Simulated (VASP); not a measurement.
# BN (P-6m2) in VASP: a series of runs

Runs on BN. Level: PBE+D3(BJ). Tasks: single point.

All numbers are computed with VASP 6.6.1; they aren't measurements. Logs are shortened: lines on timing, memory, paths and dates and some standing lists are left out, and cuts for length are marked.

## Step 1: The cell of the first run

The structure is hexagonal, space group P-6m2 (No. 187). Conventional cell: a = 2.506 Å, b = 2.506 Å, c = 6.597 Å, α = 90.00°, β = 90.00°, γ = 120.00°. Within 1.9 Å of B (site symmetry -6m2) lie 3 N at 1.45 Å. B (site symmetry -6m2) has 3 N at 1.45 Å within 1.9 Å. N (site symmetry -6m2) has 3 B at 1.45 Å within 1.9 Å. Within 1.9 Å of N (site symmetry -6m2) lie 3 B at 1.45 Å.

## Step 2: Single point, PBE+D3(BJ)

File INCAR:

```
  PREC = Accurate
  ENCUT = 520
  EDIFF = 1E-6
  ISMEAR = 0
  SIGMA = 0.02
  LREAL = False
  LASPH = True
  NELM = 80
  ALGO = Normal
  ISIF = 2
  LWAVE = False
  LCHARG = True
  GGA = PE
  IVDW = 12
  LELF = True
  LVHAR = True
  NBANDS = 16
```

File KPOINTS:

```
regular mesh
0
Gamma
  12 12 4
```

File POSCAR:

```
BN
1.0
    2.5061232935      0.0000000000      0.0000000000
   -1.2530616468      2.1703664372      0.0000000000
    0.0000000000      0.0000000000      6.5973568828
B N
2 2
Direct
    0.0000000000      0.0000000000      0.5000000000
    0.3333333333      0.6666666667      0.0000000000
    0.0000000000      0.0000000000      0.0000000000
    0.6666666667      0.3333333333      0.5000000000
```

Potentials or basis: VASP PAW PBE potentials, release 64 (B, N).

On the command line:

```
cat potpaw_PBE.64/B/POTCAR potpaw_PBE.64/N/POTCAR > POTCAR
mpirun -np 1 vasp_std > vasp.out
```

OUTCAR:

```text
PREC = Accurate
   ENCUT = 520
   EDIFF = 1E-6
   ISMEAR = 0
   LREAL = False
   LASPH = True
   NELM = 80
   ISIF = 2
   GGA = PE
   IVDW = 12
 IVDW          = 12

 ion  position               nearest neighbor table
   1  0.000  0.000  0.500-   4 1.45   4 1.45   4 1.45
   2  0.333  0.667  0.000-   3 1.45   3 1.45   3 1.45
   3  0.000  0.000  0.000-   2 1.45   2 1.45   2 1.45
   4  0.667  0.333  0.500-   1 1.45   1 1.45   1 1.45

  LATTYP: Found a hexagonal cell.
 ALAT       =     2.5061232935
 C/A-ratio  =     2.6324949375

  Lattice vectors:

 A1 = (   2.5061232935,   0.0000000000,   0.0000000000)
 A2 = (  -1.2530616468,   2.1703664372,   0.0000000000)
 A3 = (   0.0000000000,   0.0000000000,   6.5973568828)

Analysis of symmetry for initial positions (statically):
=====================================================================
 Subroutine PRICEL returns:
 Original cell was already a primitive cell.

 Routine SETGRP: Setting up the symmetry group for a
 hexagonal supercell.

 Subroutine GETGRP returns: Found 12 space group operations
 (whereof 12 operations were pure point group operations)
 out of a pool of 24 trial point group operations.

The static configuration has the point symmetry D_3h.

Analysis of symmetry for dynamics (positions and initial velocities):
=====================================================================
 Subroutine PRICEL returns:
 Original cell was already a primitive cell.

 Routine SETGRP: Setting up the symmetry group for a
 hexagonal supercell.

 Subroutine GETGRP returns: Found 12 space group operations
 (whereof 12 operations were pure point group operations)
 out of a pool of 24 trial point group operations.

The dynamic configuration has the point symmetry D_3h.

 Subroutine INISYM returns: Found 12 space group operations
 (whereof 12 operations are pure point group operations),
 and found     1 'primitive' translations

----------------------------------------------------------------------------------------

                                     Primitive cell

  volume of cell :      35.8844

  direct lattice vectors                    reciprocal lattice vectors
     2.506123293  0.000000000  0.000000000     0.399022667  0.230375844  0.000000000
    -1.253061647  2.170366437  0.000000000     0.000000000  0.460751688  0.000000000
     0.000000000  0.000000000  6.597356883     0.000000000  0.000000000  0.151575853

  length of vectors
     2.506123293  2.506123294  6.597356883     0.460751688  0.460751688  0.151575853

[... 89 lines left out ...]
   NFREE  =      0    steps in history (QN), initial steepest desc. (CG)
   ISIF   =      2    stress and relaxation
   ISYM   =      2    0-nonsym 1-usesym 2-fastsym
   POTIM  = 0.5000    time-step for ionic-motion
   TEBEG  =    0.0;   TEEND  =   0.0 temperature during run
   PSTRESS=    0.0 pullay stress
   NELECT =      16.0000    total number of electrons
   NUPDOWN=      -1.0000    fix difference up-down
   EMIN   =  10.00;   EMAX   =-10.00  energy-range for DOS
   EFERMI =   0.00;   METHOD = LEGACY
   ISMEAR =     0;   SIGMA  =   0.02  broadening in eV -4-tet -1-fermi 0-gaus
   EFERMI_NEDOS =   21; number of points for ismear=-14 and -15
   IALGO  =     38    algorithm
   IMIX   =      4    mixing-type and parameters
     AMIX     =   0.40;   BMIX     =  1.00
     AMIX_MAG =   1.60;   BMIX_MAG =  1.00
  volume/ion in A,a.u.               =       8.97        60.54
  Fermi-wavevector in a.u.,A,eV,Ry     =   1.250680  2.363443 21.282252  1.564201
  Thomas-Fermi vector in A             =   2.384663
   LORBIT       =      0    0 simple, 1 ext, 2 COOP (PROOUT), +10 PAW based schemes
   GGA     = PE    functional components
   LHFCALC =     F    Hartree Fock is set to
   AEXX    =    0.0000 exact exchange contribution
   IVDW    =    12    specifies the selected vdW correction
   LEPSILON=     F    determine dielectric tensor
   LRPA    =     F    only Hartree local field effects (RPA)
 non-spin polarized calculation
 Gauss-broadening in eV      SIGMA  =   0.02
  energy-cutoff  :      520.00
  volume of cell :       35.88
 maximum number of plane-waves:       985
 NGX is ok and might be reduce to    20
   NGX =  9   NGY =  9   NGZ = 25

 number of electron      15.9999998 magnetization

 Free energy of the ion-electron system (eV)
  ---------------------------------------------------
  ext. energy  EPLUGINS =         0.00000000
  ---------------------------------------------------
  free energy    TOTEN  =       -35.15067597 eV

  energy without entropy =      -35.15067597  energy(sigma->0) =      -35.15067597

 E-fermi :   2.5455     XC(G=0): -10.1174

 val. band max:        2.3697537988   @ k =   0.3333   0.3333   0.5000
 cond. band min:       6.7210939819   @ k =   0.5000   0.0000   0.0000
 fundamental gap:      4.3513401831
 Fermi energy:         2.5455326761

 k-point     1 :       0.0000    0.0000    0.0000
  band No.  band energies     occupation
      1     -15.4892      2.00000
      2     -15.1645      2.00000
      3      -3.9127      2.00000
      4      -1.7341      2.00000
      5       0.9367      2.00000
      6       0.9367      2.00000
[... 433 lines left out ...]
      3      -4.6104      2.00000
      4      -4.4764      2.00000
      5      -1.3041      2.00000
      6      -1.1864      2.00000
[... 8 lines left out ...]
     15      19.0115      0.00000
     16      20.6939      0.00000

 [... further k-points ...]

------------------------ aborting loop because EDIFF is reached ----------------------------------------

 Edisp (eV)   -0.56836

 E8    (eV) :    -0.1667

  FORCE on cell =-STRESS in cart. coord.  units (eV):
  Direction    XX          YY          ZZ          XY          YZ          ZX
  --------------------------------------------------------------------------------------
  -------------------------------------------------------------------------------------
  Total       0.03817     0.03817    -0.03478    -0.00000     0.00000     0.00000
  in kB       1.70422     1.70422    -1.55294    -0.00000     0.00000     0.00000
  external pressure =        0.62 kB  Pullay stress =        0.00 kB

 VOLUME and BASIS-vectors are now :
 -----------------------------------------------------------------------------
  energy-cutoff  :      520.00
  volume of cell :       35.88
      direct lattice vectors                 reciprocal lattice vectors
     2.506123293  0.000000000  0.000000000     0.399022667  0.230375844  0.000000000
    -1.253061647  2.170366437  0.000000000     0.000000000  0.460751688  0.000000000
     0.000000000  0.000000000  6.597356883     0.000000000  0.000000000  0.151575853

 POSITION                                       TOTAL-FORCE (eV/Angst)
 -----------------------------------------------------------------------------------
      0.00000      0.00000      3.29868         0.000000      0.000000      0.000000
     -0.00000      1.44691      0.00000        -0.000000      0.000000      0.000000
      0.00000      0.00000      0.00000        -0.000000     -0.000000      0.000000
      1.25306      0.72346      3.29868        -0.000000     -0.000000      0.000000
 -----------------------------------------------------------------------------------
    total drift:                               -0.000001      0.000000      0.000000

  FREE ENERGIE OF THE ION-ELECTRON SYSTEM (eV)
  ---------------------------------------------------
  free  energy   TOTEN  =       -35.7190378954 eV

  energy  without entropy=      -35.7190378954  energy(sigma->0) =      -35.71903790
```

It took 38 s on 1 thread of Intel Xeon 8259CL, shared host; peak memory 0.17 GiB.

What came out:

```yaml
Free_energy: -35.7190 eV
Pressure: 0.1 GPa
Band_gap_on_the_k_mesh: 4.35 eV, indirect (least direct gap 4.47 eV)
Dispersion_energy_per_atom: -0.142 eV
```

A k mesh can miss the band edges. As with any semilocal functional, this PBE gap is likely too small.

## Step 3: Single point, PBE+D3(BJ) (volume scaled by 0.88, then relaxed in part)

File INCAR:

```
SYSTEM = BN
ALGO = Normal
EDIFF = 1E-6
ENCUT = 520
GGA = PE
ISIF = 2
ISMEAR = 0
IVDW = 12
LASPH = .True.
LCHARG = .False.
LREAL = .False.
LWAVE = .False.
NBANDS = 16
NELM = 80
PREC = Accurate
SIGMA = 0.02
```

File KPOINTS:

```
k-points
0
Gamma
  12 12 4
  0 0 0
```

File POSCAR:

```
BN
1.0
    2.4918662019      0.0000000000      0.0000000000
   -1.2459331009      2.1580194337      0.0000000000
    0.0000000000      0.0000000000      5.8722975821
B N
2 2
Direct
    0.0000000000      0.0000000000      0.5000000000
    0.3333333333      0.6666666667      0.0000000000
    0.0000000000      0.0000000000      0.0000000000
    0.6666666667      0.3333333333      0.5000000000
```

Potentials or basis: VASP PAW PBE potentials, release 64 (B, N).

On the command line:

```
cat potpaw_PBE.64/B/POTCAR potpaw_PBE.64/N/POTCAR > POTCAR
mpirun -np 1 vasp_std > vasp.out
```

Run time: 13 s. Hardware: 1 thread of Intel Xeon 6975P-C (Granite Rapids), shared host; peak memory 0.16 GiB.

Results (log left out):

```yaml
Free_energy: -35.6459 eV
Pressure: 6.8 GPa
Band_gap_on_the_k_mesh: 4.17 eV, indirect (least direct gap 4.26 eV)
Dispersion_energy_per_atom: -0.165 eV
```

Stress tensor (GPa, compression positive):
```
6.92 0.00 0.00
0.00 6.92 0.00
0.00 0.00 6.51
```

Levels at points of the mesh, in eV from the valence-band top:
```csv
k point,band 6,band 7,band 8,band 9,band 10,band 11
"(0.00, 0.00, 0.00)",-1.54,-1.28,-1.28,6.12,11.46,11.46
"(0.50, 0.00, 0.00)",-4.10,-1.80,-0.69,4.34,6.04,9.54
"(0.00, 0.00, 0.50)",-1.54,-1.28,-1.28,9.06,9.14,11.49
"(0.50, 0.00, 0.50)",-4.13,-1.17,-0.94,4.49,4.66,9.88
```
